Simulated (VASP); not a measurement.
Input of a VASP 6.6.1 run:

File INCAR:

```
PREC     = Accurate       # precision mode
ENCUT    = 520            # plane-wave cutoff, eV
EDIFF    = 1E-6           # SCF threshold, eV
ISMEAR   = 1              # smearing method
SIGMA    = 0.15           # smearing width, eV
LREAL    = Auto         
LASPH    = T              # aspherical terms in the spheres
NELM     = 80             # most SCF steps
ALGO     = Normal         # electronic algorithm
ISIF     = 2              # what is computed and relaxed
LWAVE    = F              # write WAVECAR
LCHARG   = F              # write CHGCAR
GGA      = PE             # functional
NBANDS   = 88             # bands
```

Contents of KPOINTS:

```
regular mesh
0
Gamma
  3 3 2
```

POSCAR

```
Zr8B15
1.0
    3.1949820000      5.5338680000      0.0000000000
   -3.1949820000      5.5338680000      0.0000000000
    0.0000000000      0.0000000000      7.1216840000
Zr B
8 15
Direct
    0.0013935659      0.0002927772     -0.0027539835
    0.0013936320      0.0002925304      0.5025304408
   -0.0033573886      0.5026679974     -0.0016229308
   -0.0033568949      0.5026678651      0.5013995285
    0.4999148578      0.0048087821      0.0015181803
    0.4999151531      0.0048093904      0.4982581367
    0.4999148728      0.4972572679      0.0015167761
    0.4999142823      0.4972560514      0.4982601025
    0.1658263455      0.1685283952      0.2498890712
    0.3308527766      0.3355639142      0.2498880883
    0.1547262812      0.1888738914      0.7498885095
    0.3306210360      0.3356792805      0.7498883691
    0.1658264084      0.6676251665      0.2498880883
    0.3339990670      0.8339903032      0.2498892116
    0.1547206704      0.6583785940      0.7498882287
    0.5898719534      0.7060575845      0.7498887903
    0.6698404928      0.1660695795      0.2498880883
    0.8356447919      0.3330632437      0.2498882287
    0.6676407413      0.1671693771      0.7498889308
    0.8305963855      0.3308364495      0.7498879479
    0.6682926292      0.6668434818      0.2498886499
    0.8356446765      0.8332718932      0.2498879479
    0.8305876500      0.8405454526      0.7498887903
```

Potentials or basis: VASP PAW PBE potentials, release 64 (Zr_sv, B).

Command:

```bash
$ cat potpaw_PBE.64/Zr_sv/POTCAR potpaw_PBE.64/B/POTCAR > POTCAR
$ mpirun -np 1 vasp_std > vasp.out
```

Task: What does it give for the largest force?

Result: 2.177 eV/Å.

Task: Predict the band gap on the k mesh.

Result: Zero (an odd number of electrons rules out a gap without spin polarisation).

Stress tensor (GPa, compression positive):
```
-4.42 -3.26  0.00
-3.26 -0.65  0.00
 0.00  0.00 -4.63
```

Caveat: the k points lie up to 0.44 Å⁻¹ apart, too coarse for converged energies and pressures of a metal.
